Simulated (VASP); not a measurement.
# HfC (I4mm) in VASP: further runs

The runs below take HfC through single point, with PBEsol.

Program: VASP 6.6.1. These are calculated values, not measurements. Logs are shortened: lines on timing, memory, paths and dates and some standing lists are left out, and cuts for length are marked.

## (1) The cell of the first run

Symmetry: I4mm, No. 107, tetragonal system. Conventional cell: a = 3.288 Å, b = 3.288 Å, c = 4.650 Å, α = 90.00°, β = 90.00°, γ = 90.00°. Hf (site symmetry 4mm) has 6 C at 2.03 to 2.62 Å within 2.7 Å. Within 2.7 Å of C (site symmetry 4mm) lie 6 Hf at 2.03 to 2.62 Å.

## (2) Single point, PBEsol (all C atoms moved -0.300 Å, as atom 2 along Cartesian [0 1 0])

Input file INCAR:

```
  ALGO = Normal
  EDIFF = 1E-7
  ENCUT = 520
  GGA = PS
  ISIF = 2
  ISMEAR = 0
  LASPH = True
  LCHARG = False
  LREAL = False
  LWAVE = False
  NBANDS = 14
  NELM = 60
  PREC = Accurate
  SIGMA = 0.15
```

Input file KPOINTS:

```
k-points
0
Gamma
  18 18 18
```

Input file POSCAR:

```
HfC
1.0
    0.0000000000      2.3250000000      2.3250000000
    2.3250000000      0.0000000000      2.3250000000
    2.3250000000      2.3250000000      0.0000000000
Hf C
1 1
Direct
    0.5000000000      0.5000000000      0.5000000000
   -0.0645161290      0.0645161290     -0.0645161290
```

Potentials or basis: VASP PAW PBE potentials, release 64 (Hf_pv, C).

Run with:

```bash
$ cat potpaw_PBE.64/Hf_pv/POTCAR potpaw_PBE.64/C/POTCAR > POTCAR
$ mpirun -np 1 vasp_std > vasp.out
```

OUTCAR:

```text
EDIFF = 1E-7
   ENCUT = 520
   GGA = PS
   ISIF = 2
   ISMEAR = 0
   LASPH = True
   LREAL = False
   NELM = 60
   PREC = Accurate

 ion  position               nearest neighbor table
   1  0.500  0.500  0.500-   2 2.03   2 2.34   2 2.34   2 2.34   2 2.34   2 2.62
   2  0.935  0.065  0.935-   1 2.03   1 2.34   1 2.34   1 2.34   1 2.34   1 2.62

  LATTYP: Found a face centered cubic cell.
 ALAT       =     4.6500000000

  Lattice vectors:

 A1 = (   0.0000000000,   2.3250000000,   2.3250000000)
 A2 = (   2.3250000000,   0.0000000000,   2.3250000000)
 A3 = (   2.3250000000,   2.3250000000,   0.0000000000)

Analysis of symmetry for initial positions (statically):
=====================================================================
 Subroutine PRICEL returns:
 Original cell was already a primitive cell.

 Routine SETGRP: Setting up the symmetry group for a
 face centered cubic supercell.

 Subroutine GETGRP returns: Found  8 space group operations
 (whereof  8 operations were pure point group operations)
 out of a pool of 48 trial point group operations.

The static configuration has the point symmetry C_4v.

Analysis of symmetry for dynamics (positions and initial velocities):
=====================================================================
 Subroutine PRICEL returns:
 Original cell was already a primitive cell.

 Routine SETGRP: Setting up the symmetry group for a
 face centered cubic supercell.

 Subroutine GETGRP returns: Found  8 space group operations
 (whereof  8 operations were pure point group operations)
 out of a pool of 48 trial point group operations.

The dynamic configuration has the point symmetry C_4v.

 Subroutine INISYM returns: Found  8 space group operations
 (whereof  8 operations are pure point group operations),
 and found     1 'primitive' translations

----------------------------------------------------------------------------------------

                                     Primitive cell

  volume of cell :      25.1362

  direct lattice vectors                    reciprocal lattice vectors
     0.000000000  2.325000000  2.325000000    -0.215053763  0.215053763  0.215053763
     2.325000000  0.000000000  2.325000000     0.215053763 -0.215053763  0.215053763
     2.325000000  2.325000000  0.000000000     0.215053763  0.215053763 -0.215053763

  length of vectors
     3.288046533  3.288046533  3.288046533     0.372484045  0.372484045  0.372484045

  position of ions in fractional coordinates (direct lattice)
     0.500000000  0.500000000  0.500000000
[... 83 lines left out ...]
   NFREE  =      0    steps in history (QN), initial steepest desc. (CG)
   ISIF   =      2    stress and relaxation
   ISYM   =      2    0-nonsym 1-usesym 2-fastsym
   POTIM  = 0.5000    time-step for ionic-motion
   TEBEG  =    0.0;   TEEND  =   0.0 temperature during run
   PSTRESS=    0.0 pullay stress
   NELECT =      14.0000    total number of electrons
   NUPDOWN=      -1.0000    fix difference up-down
   EMIN   =  10.00;   EMAX   =-10.00  energy-range for DOS
   EFERMI =   0.00;   METHOD = LEGACY
   ISMEAR =     0;   SIGMA  =   0.15  broadening in eV -4-tet -1-fermi 0-gaus
   EFERMI_NEDOS =   21; number of points for ismear=-14 and -15
   IALGO  =     38    algorithm
   IMIX   =      4    mixing-type and parameters
     AMIX     =   0.40;   BMIX     =  1.00
     AMIX_MAG =   1.60;   BMIX_MAG =  1.00
  volume/ion in A,a.u.               =      12.57        84.81
  Fermi-wavevector in a.u.,A,eV,Ry     =   1.346949  2.545365 24.684672  1.814272
  Thomas-Fermi vector in A             =   2.474740
   LORBIT       =      0    0 simple, 1 ext, 2 COOP (PROOUT), +10 PAW based schemes
   GGA     = PS    functional components
   LHFCALC =     F    Hartree Fock is set to
   AEXX    =    0.0000 exact exchange contribution
   IVDW    =     0    specifies the selected vdW correction
   LEPSILON=     F    determine dielectric tensor
   LRPA    =     F    only Hartree local field effects (RPA)
 non-spin polarized calculation
 Gauss-broadening in eV      SIGMA  =   0.15
  energy-cutoff  :      520.00
  volume of cell :       25.14
 maximum number of plane-waves:       700
   NGX = 13   NGY = 13   NGZ = 13

 number of electron      14.0000000 magnetization

 Free energy of the ion-electron system (eV)
  ---------------------------------------------------
  ext. energy  EPLUGINS =         0.00000000
  ---------------------------------------------------
  free energy    TOTEN  =       -21.78629949 eV

  energy without entropy =      -21.78464151  energy(sigma->0) =      -21.78547050

 E-fermi :   5.7801     XC(G=0): -12.3850

 val. band max:        5.7749488601   @ k =   0.1111   0.0000  -0.1111
 cond. band min:       5.7835237435   @ k =   0.4444   0.0000   0.5000
 fundamental gap:      0.0085748834
 Fermi energy:         5.7800591870

 k-point     1 :       0.0000    0.0000    0.0000
  band No.  band energies     occupation
      1     -23.7098      2.00000
      2     -23.6782      2.00000
      3     -23.6782      2.00000
      4      -6.4209      2.00000
      5       5.2343      2.00000
      6       5.2343      2.00000
      7       5.5392      1.97687
      8       7.1680      0.00000
      9       9.0347      0.00000
     10       9.0347      0.00000
     11       9.2006      0.00000
     12      11.1366      0.00000
     13      12.4583      0.00000
     14      16.5558      0.00000
[... 377 lines left out ...]
      1     -24.2810      2.00000
      2     -23.7628      2.00000
      3     -23.7548      2.00000
      4      -3.6834      2.00000
      5       0.8019      2.00000
      6       3.2388      2.00000
      7       3.2912      2.00000
      8       9.1510      0.00000
      9      10.3877      0.00000
     10      10.5842      0.00000
     11      13.8430      0.00000
     12      14.8763      0.00000
     13      17.1703      0.00000
     14      19.5416      0.00000

 [... further k-points ...]
[... 5 lines left out ...]
  --------------------------------------------------------------------------------------
  -------------------------------------------------------------------------------------
  Total       -1.2603355      3.4688775     -1.2603355      0.0000000      0.0000000      0.0000000
  in kB      -80.3337218    221.1060775    -80.3337218      0.0000000      0.0000000      0.0000000
  external PRESSURE =      20.1462113 kB  Pullay stress =       0.0000000 kB

 VOLUME and BASIS-vectors are now :
 -----------------------------------------------------------------------------
  energy-cutoff  :      520.00
  volume of cell :       25.14
      direct lattice vectors                 reciprocal lattice vectors
     0.000000000  2.325000000  2.325000000    -0.215053763  0.215053763  0.215053763
     2.325000000  0.000000000  2.325000000     0.215053763 -0.215053763  0.215053763
     2.325000000  2.325000000  0.000000000     0.215053763  0.215053763 -0.215053763

 POSITION                                       TOTAL-FORCE (eV/Angst)
 -----------------------------------------------------------------------------------
      2.32500      2.32500      2.32500         0.000000     -3.211009      0.000000
      2.32500      4.35000      2.32500         0.000000      3.211009      0.000000
 -----------------------------------------------------------------------------------
    total drift:                               -0.000000      0.000075     -0.000000

  FREE ENERGIE OF THE ION-ELECTRON SYSTEM (eV)
  ---------------------------------------------------
  free  energy   TOTEN  =       -21.7862994921 eV

  energy  without entropy=      -21.7846415069  energy(sigma->0) =      -21.78547050
```

stdout:

```text
POSCAR found type information on POSCAR HfC
 POSCAR found :  2 types and       2 ions
 scaLAPACK will be used
 -----------------------------------------------------------------------------
|                                                                             |
|                                                                             |
|     You enforced a specific xc type in the INCAR file but a different       |
|     I HOPE YOU KNOW WHAT YOU ARE DOING!                                     |
|                                                                             |
 -----------------------------------------------------------------------------

 LDA part: xc-table for (Slater+PW92), standard interpolation
 POSCAR, INCAR and KPOINTS ok, starting setup
 FFT: planning ... GRIDC
 FFT: planning ... GRID_SOFT
 FFT: planning ... GRID
 WAVECAR not read
 entering main loop
```

Wall time 39 s (1 thread of Intel Xeon 6975P-C (Granite Rapids), shared host); peak memory 0.28 GiB.

Results:

```yaml
Free_energy: -21.7863 eV
Pressure: 2.0 GPa
Largest_force: 3.211 eV/Å
Band_gap_on_the_k_mesh: zero (band 7 reaches 6.01 eV, above the bottom of band 8 at 5.14 eV)
```

Forces in eV/Å, atoms in the order of the input:
```
Hf   0.000 -3.211  0.000
C    0.000  3.211  0.000
```

Stress tensor (GPa, compression positive):
```
-8.03  0.00  0.00
 0.00 22.11  0.00
 0.00  0.00 -8.03
```

Caveat: the cell differs from its parent crystal (all C atoms moved -0.300 Å, as atom 2 along Cartesian [0 1 0]); the PAW data sets were made with another functional, which shifts forces and pressure a little; spin-orbit coupling is left out, which moves the levels of the heavy elements.

[end of part 1 of 2]
